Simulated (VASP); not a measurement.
# YbB2 (P6/mmm) in VASP: further runs, part 2 of 2

VASP 6.6.1. The steps go on from the part before.

**3. Relaxation of cell and atoms, PBE, target pressure 2 GPa, at which the enthalpy is minimised**

INCAR reads:

```
SYSTEM = YbB2
PREC = Accurate ; ENCUT = 600
EDIFF = 1E-6 ; ISMEAR = -1
SIGMA = 0.1 ; LREAL = .FALSE.
LASPH = .TRUE. ; NELM = 100
ALGO = Normal ; ISIF = 3
LWAVE = .FALSE. ; LCHARG = .FALSE.
GGA = PE ; IBRION = 2
NSW = 60 ; EDIFFG = -0.03
PSTRESS = 20.0
```

KPOINTS reads:

```
Automatic mesh
0
G
  10 10 7
  0 0 0
```

POSCAR reads:

```
YbB2
1.0
    3.2503000000      0.0000000000      0.0000000000
   -1.6251500000      2.8148423700      0.0000000000
    0.0000000000      0.0000000000      3.7315000000
Yb B
1 2
Direct
    0.0000000000      0.0000000000      0.0000000000
    0.3333333333      0.6666666667      0.5000000000
    0.6666666667      0.3333333333      0.5000000000
```

Potentials or basis: VASP PAW PBE potentials, release 64 (Yb, B).

Command:

```
$ cat potpaw_PBE.64/Yb/POTCAR potpaw_PBE.64/B/POTCAR > POTCAR
$ mpirun -np 1 vasp_std > vasp.out
```

OUTCAR:

```text
SYSTEM = YbB2
   PREC = Accurate
   ENCUT = 600
   EDIFF = 1E-6
   ISMEAR = -1
   LREAL = .FALSE.
   LASPH = .TRUE.
   NELM = 100
   ISIF = 3
   GGA = PE
   IBRION = 2
   NSW = 60
   EDIFFG = -0.03
   PSTRESS = 20.0

 ion  position               nearest neighbor table
   1  0.000  0.000  0.000-   2 2.65   3 2.65   2 2.65   3 2.65   3 2.65   3 2.65   2 2.65   2 2.65
                             3 2.65   3 2.65   2 2.65   2 2.65
   2  0.333  0.667  0.500-   3 1.88   3 1.88   3 1.88   1 2.65   1 2.65   1 2.65   1 2.65   1 2.65
                             1 2.65
   3  0.667  0.333  0.500-   2 1.88   2 1.88   2 1.88   1 2.65   1 2.65   1 2.65   1 2.65   1 2.65
                             1 2.65

  LATTYP: Found a hexagonal cell.
 ALAT       =     3.2503000000
 C/A-ratio  =     1.1480478725

  Lattice vectors:

 A1 = (   3.2503000000,   0.0000000000,   0.0000000000)
 A2 = (  -1.6251500000,   2.8148423700,   0.0000000000)
 A3 = (   0.0000000000,   0.0000000000,   3.7315000000)

Analysis of symmetry for initial positions (statically):
=====================================================================
 Subroutine PRICEL returns:
 Original cell was already a primitive cell.

 Routine SETGRP: Setting up the symmetry group for a
 hexagonal supercell.

 Subroutine GETGRP returns: Found 24 space group operations
 (whereof 24 operations were pure point group operations)
 out of a pool of 24 trial point group operations.

The static configuration has the point symmetry D_6h.

Analysis of symmetry for dynamics (positions and initial velocities):
=====================================================================
 Subroutine PRICEL returns:
 Original cell was already a primitive cell.

 Routine SETGRP: Setting up the symmetry group for a
 hexagonal supercell.

 Subroutine GETGRP returns: Found 24 space group operations
 (whereof 24 operations were pure point group operations)
 out of a pool of 24 trial point group operations.

The dynamic configuration has the point symmetry D_6h.

[... 126 lines left out ...]
   LHFCALC =     F    Hartree Fock is set to
   AEXX    =    0.0000 exact exchange contribution
   IVDW    =     0    specifies the selected vdW correction
   LEPSILON=     F    determine dielectric tensor
   LRPA    =     F    only Hartree local field effects (RPA)
 conjugate gradient relaxation of ions
 non-spin polarized calculation
  energy-cutoff  :      600.00
  volume of cell :       34.14
 maximum number of plane-waves:      1161
 NGX is ok and might be reduce to    28
   NGX = 13   NGY = 13   NGZ = 15

--------------------------------------- Ionic step        1  -------------------------------------------

 number of electron      29.9999995 magnetization

 Free energy of the ion-electron system (eV)
  ---------------------------------------------------
  ext. energy  EPLUGINS =         0.00000000
  ---------------------------------------------------
  free energy    TOTEN  =       -18.17015961 eV

  energy without entropy =      -18.03458940  energy(sigma->0) =      -18.10237450

------------------------ aborting loop because EDIFF is reached ----------------------------------------

  FORCE on cell =-STRESS in cart. coord.  units (eV):
  Direction    XX          YY          ZZ          XY          YZ          ZX
  --------------------------------------------------------------------------------------
  -------------------------------------------------------------------------------------
  Total        0.1492248      0.1492248      1.9495219      0.0000000     -0.0000000      0.0000000
  in kB        7.0031054      7.0031054     91.4908621      0.0000000     -0.0000000      0.0000000
  external PRESSURE =      15.1656909 kB  Pullay stress =      20.0000000 kB
[... 143 lines left out ...]
--------------------------------------- Ionic step        5  -------------------------------------------

 number of electron      29.9999992 magnetization

 Free energy of the ion-electron system (eV)
  ---------------------------------------------------
  ext. energy  EPLUGINS =         0.00000000
  ---------------------------------------------------
  free energy    TOTEN  =       -18.19535986 eV

  energy without entropy =      -18.06330880  energy(sigma->0) =      -18.12933433

 E-fermi :   4.0734     XC(G=0): -12.2626

 val. band max:        4.0715044705   @ k =   0.4000  -0.0000   0.2857
 cond. band min:       4.1118462432   @ k =   0.4000  -0.0000   0.4286
 fundamental gap:      0.0403417728
 Fermi energy:         4.0733745656

 k-point     1 :       0.0000    0.0000    0.0000
  band No.  band energies     occupation
      1     -46.8866      2.00000
      2     -19.0949      2.00000
      3     -18.6911      2.00000
      4     -18.6911      2.00000
      5      -7.0536      2.00000
      6       2.3894      2.00000
[... 505 lines left out ...]
      6      -2.1926      2.00000
[... 11 lines left out ...]
     18      10.6114      0.00000
     19      10.7049      0.00000

 [... further k-points ...]

------------------------ aborting loop because EDIFF is reached ----------------------------------------

  FORCE on cell =-STRESS in cart. coord.  units (eV):
  Direction    XX          YY          ZZ          XY          YZ          ZX
  --------------------------------------------------------------------------------------
  -------------------------------------------------------------------------------------
  Total        0.5132817      0.5132817      0.4417502      0.0000000      0.0000000      0.0000000
  in kB       23.8981470     23.8981470     20.5676763      0.0000000      0.0000000      0.0000000
  external PRESSURE =       2.7879901 kB  Pullay stress =      20.0000000 kB
[... 22 lines left out ...]
  energy  without entropy=      -18.0633088002  energy(sigma->0) =      -18.12933433

  enthalpy is  TOTEN    =       -17.7658021044 eV   P V=        0.4295577599

 reached required accuracy - stopping structural energy minimisation
```

Wall time 14 min (1 thread of Intel Xeon 8259CL, shared host); peak memory 0.22 GiB.

Results:

* Free energy: -18.1954 eV
* Relaxed volume: 11.47 Å³/atom
* Relaxed cell: a = 3.219 Å, b = 3.219 Å, c = 3.835 Å, α = 90.00°, β = 90.00°, γ = 120.00°
* Space group after relaxing (to 0.1 Å): P6/mmm (No. 191)
* Energy change on relaxing (the run minimises the enthalpy): -8.4 meV/atom
* Ionic steps: 5
* Pressure after relaxing: 2.3 GPa
* Band gap on the k mesh: zero (bands 15 and 16 overlap by 1.25 eV)

Stress tensor (GPa, compression positive):
```
2.39 0.00 0.00
0.00 2.39 0.00
0.00 0.00 2.06
```

Step by step:
```csv
step,energy change (eV),largest force (eV/Å),pressure (GPa),volume (Å³)
1,0.0000,0.0000,3.52,34.14
2,-0.0264,0.0000,0.59,34.67
3,-0.0272,0.0000,0.49,34.72
4,-0.0226,0.0000,3.81,34.25
5,-0.0252,0.0000,2.28,34.41
```

Final structure:
```
Yb B
1.0
     3.21897    0.00000    0.00000
    -1.60949    2.78771    0.00000
     0.00000    0.00000    3.83474
Yb B
1 2
Direct
  0.00000 0.00000 0.00000
  0.33333 0.66667 0.50000
  0.66667 0.33333 0.50000
```

Caveat: the cell is relaxed towards a set pressure, so the run minimises the enthalpy, not the energy; spin-orbit coupling is left out, which moves the levels of the heavy elements. PBE usually gives volumes a little too large and moduli too small.

**4. Relaxation of cell and atoms, PBE, target pressure 5 GPa, at which the enthalpy is minimised**

INCAR reads:

```
PREC = Accurate
ENCUT = 600
EDIFF = 1E-6
ISMEAR = -1
SIGMA = 0.1
LREAL = False
LASPH = True
NELM = 60
ALGO = Normal
ISIF = 3
LWAVE = False
LCHARG = False
GGA = PE
IBRION = 2
NSW = 60
EDIFFG = -0.03
PSTRESS = 50.0
```

KPOINTS reads:

```
Automatic mesh
0
Gamma
  10 10 7
```

POSCAR is that of step 3.

Command:

```
$ cat potpaw_PBE.64/Yb/POTCAR potpaw_PBE.64/B/POTCAR > POTCAR
$ mpirun -np 1 vasp_std > vasp.out
```

It took 25 min on 1 thread of Intel Xeon 8259CL, shared host; peak memory 0.22 GiB.

The run converged. Its results:

```yaml
Free_energy: -18.1814 eV
Relaxed_volume: 11.25 Å³/atom
Relaxed_cell: a = 3.203 Å, b = 3.203 Å, c = 3.798 Å, α = 90.00°, β = 90.00°, γ = 120.00°
Space_group_after_relaxing_to_0.1_Å: P6/mmm (No. 191)
Energy_change_on_relaxing_the_run_minimises_the_enthalpy: -3.7 meV/atom
Ionic_steps: 11
Pressure_after_relaxing: 4.9 GPa
Band_gap_on_the_k_mesh: zero (bands 15 and 16 overlap by 1.27 eV)
```

Stress tensor (GPa, compression positive):
```
4.76 0.00 0.00
0.00 4.76 0.00
0.00 0.00 5.33
```

The path:
```
step  energy change (eV)  largest force (eV/Å)  pressure (GPa)  volume (Å³)
   1              0.0000                0.0000            3.52        34.14
   2             -0.0063                0.0000            5.80        33.61
   3             -0.0054                0.0000            5.61        33.58
   4             -0.0032                0.0000            6.12        33.51
   5             -0.0048                0.0000            7.59        33.56
   6             -0.0257                0.0000            1.39        34.46
   7             -0.0128                0.0000            0.69        33.80
   8             -0.0080                0.0000            5.81        33.65
   9             -0.0092                0.0000            5.22        33.69
  10             -0.0096                0.0000            5.50        33.70
  11             -0.0112                0.0000            4.95        33.75
```

Final structure:
```
Yb B
1.0
     3.20346    0.00000    0.00000
    -1.60173    2.77428    0.00000
     0.00000    0.00000    3.79774
Yb B
1 2
Direct
  0.00000 0.00000 0.00000
  0.33333 0.66667 0.50000
  0.66667 0.33333 0.50000
```

Levels at points of the mesh, in eV from the Fermi level:
| k point | band 12 | band 13 | band 14 | band 15 | band 16 | band 17 | band 18 | band 19 |
| --- | --- | --- | --- | --- | --- | --- | --- | --- |
| (0.00, 0.00, 0.00) | -0.44 | -0.43 | -0.38 | -0.38 | -0.03 | 6.60 | 6.60 | 6.68 |
| (0.50, 0.00, 0.00) | -0.47 | -0.45 | -0.40 | -0.03 | 0.02 | 3.66 | 5.90 | 7.08 |

Caveat: the cell is relaxed towards a set pressure, so the run minimises the enthalpy, not the energy; spin-orbit coupling is left out, which moves the levels of the heavy elements.

**5. Relaxation of cell and atoms, PBE, target pressure 10 GPa, at which the enthalpy is minimised**

INCAR reads:

```
SYSTEM = YbB2
ALGO = Normal
EDIFF = 1E-6
EDIFFG = -0.03
ENCUT = 600
GGA = PE
IBRION = 2
ISIF = 3
ISMEAR = -1
LASPH = .TRUE.
LCHARG = .FALSE.
LREAL = .FALSE.
LWAVE = .FALSE.
NELM = 100
NSW = 60
PREC = Accurate
PSTRESS = 100.0
SIGMA = 0.1
```

KPOINTS reads:

```
k-points
0
G
  10 10 7
  0 0 0
```

POSCAR is that of step 4.

Command:

```
$ cat potpaw_PBE.64/Yb/POTCAR potpaw_PBE.64/B/POTCAR > POTCAR
$ mpirun -np 1 vasp_std > vasp.out
```

Wall time 17 min (1 thread of Intel Xeon 8259CL, shared host); peak memory 0.22 GiB.

Results (log left out):

```
Free energy                                                : -18.1302 eV
Relaxed volume                                             : 10.89 Å³/atom
Relaxed cell                                               : a = 3.168 Å, b = 3.168 Å, c = 3.760 Å, α = 90.00°, β = 90.00°, γ = 120.00°
Space group after relaxing (to 0.1 Å)                      : P6/mmm (No. 191)
Energy change on relaxing (the run minimises the enthalpy) : +13.3 meV/atom
Ionic steps                                                : 6
Pressure after relaxing                                    : 10.0 GPa
Band gap on the k mesh                                     : zero (bands 15 and 16 overlap by 1.30 eV)
```

Step by step:
| step | energy change (eV) | largest force (eV/Å) | pressure (GPa) | volume (Å³) |
| --- | --- | --- | --- | --- |
| 1 | 0.0000 | 0.0000 | 3.52 | 34.14 |
| 2 | 0.1015 | 0.0000 | 14.94 | 31.91 |
| 3 | 0.0511 | 0.0000 | 9.85 | 32.55 |
| 4 | 0.0589 | 0.0000 | 12.31 | 32.43 |
| 5 | 0.0542 | 0.0000 | 11.29 | 32.50 |
| 6 | 0.0399 | 0.0000 | 10.05 | 32.68 |

Final structure:
```
Yb B
1.0
     3.16802    0.00000    0.00000
    -1.58401    2.74358    0.00000
     0.00000    0.00000    3.75965
Yb B
1 2
Direct
  0.00000 0.00000 0.00000
  0.33333 0.66667 0.50000
  0.66667 0.33333 0.50000
```

Levels at points of the mesh, in eV from the Fermi level:
```
           k point  band 11  band 12  band 13  band 14  band 15  band 16  band 17  band 18  band 19
(0.00, 0.00, 0.00)    -0.52    -0.48    -0.44    -0.40    -0.40    -0.01     6.73     6.73     6.99
(0.50, 0.00, 0.00)    -0.57    -0.48    -0.45    -0.41    -0.05    -0.02     3.76     5.98     7.36
```

Caveat: the cell is relaxed towards a set pressure, so the run minimises the enthalpy, not the energy; spin-orbit coupling is left out, which moves the levels of the heavy elements. Spin polarisation is off, so any magnetic state and its effect on volume and gap are missing.

**6. Summary**

| cell | gap on the mesh (eV) | pressure (GPa) |
| --- | --- | --- |
| relaxed | none | 0.0 |
| relaxed to 2 GPa | none | 2.3 |
| relaxed to 5 GPa | none | 4.9 |
| relaxed to 10 GPa | none | 10.0 |

Alike in all rows: task relaxation of cell and atoms; level PBE; potentials or basis VASP PAW PBE potentials, release 64 (Yb, B); no spin polarisation; k mesh 10 × 10 × 7; cutoff (eV) 600; smearing fermi-dirac 0.1 eV.

Caveats: spin-orbit coupling is left out, which moves the levels of the heavy elements; the cell is relaxed towards a set pressure, so the run minimises the enthalpy, not the energy (at least some runs).

Absolute energies hang on the potentials; compare differences alone.

The gap in the log of VASP goes by the Fermi energy; the results here count the filled bands.